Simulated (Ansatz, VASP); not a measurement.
# One calculation of MgO, two programs

File INCAR:

```
PREC = Accurate ; ENCUT = 600
EDIFF = 1E-6 ; ISMEAR = -1
SIGMA = 0.003 ; LREAL = F
LASPH = T ; NELM = 120
ALGO = Normal ; ISIF = 2
LWAVE = F ; LCHARG = F
GGA = CA ; NBANDS = 11
GGA_COMPAT = F
```

KPOINTS

```
regular mesh
0
Gamma
  8 8 8
```

The input POSCAR:

```
MgO
1.0
    0.0000000000      2.1100000000      2.1100000000
    2.1100000000      0.0000000000      2.1100000000
    2.1100000000      2.1100000000      0.0000000000
Mg O
1 1
Direct
    0.0000000000      0.0000000000      0.0000000000
    0.5000000000      0.5000000000      0.5000000000
```

Input for Ansatz:

```yaml
crystal:
  lattice:
    - [0.0, 2.11, 2.11]
    - [2.11, 0.0, 2.11]
    - [2.11, 2.11, 0.0]
  atoms:
    - { symbol: Mg, position: [0.0, 0.0, 0.0] }
    - { symbol: O, position: [0.5, 0.5, 0.5] }
hamiltonian:
  xc: lda
  pseudopotentials: { kind: paw }
basis:
  ecutwfc: 420
kpoints:
  mp_grid: { grid: [8, 8, 8] }
scf:
  occupations: { method: fermi_dirac, width: 0.003 }
  lower_state_search: "off"
  algorithm: density_mixing
  max_iter: 100
  mixing: {}
output:
  forces: true
  stress: true
```

Alike in both runs: task single point; functional LDA; k mesh 8 × 8 × 8; occupations fermi-dirac, width 0.003 eV; no spin polarisation.

|  | VASP | Ansatz |
| --- | --- | --- |
| version | VASP 6.6.1 | Ansatz 0.2.0 |
| potentials or method | VASP PAW LDA potentials, release 64 (Mg, O), cutoff 600 eV | PAW, plane waves, scalar-relativistic |
| valence electrons in the cell | 8 | 16 |

```csv
,VASP,Ansatz,Ansatz less VASP
pressure (GPa),-8.8,-6.9,+1.91
```

LDA's correlation is that of Perdew and Zunger in VASP and of Perdew and Wang (1992) in Ansatz. VASP's potentials hold 8 valence electrons a cell and Ansatz's 16, so a difference there can come from the potentials and not from the codes.
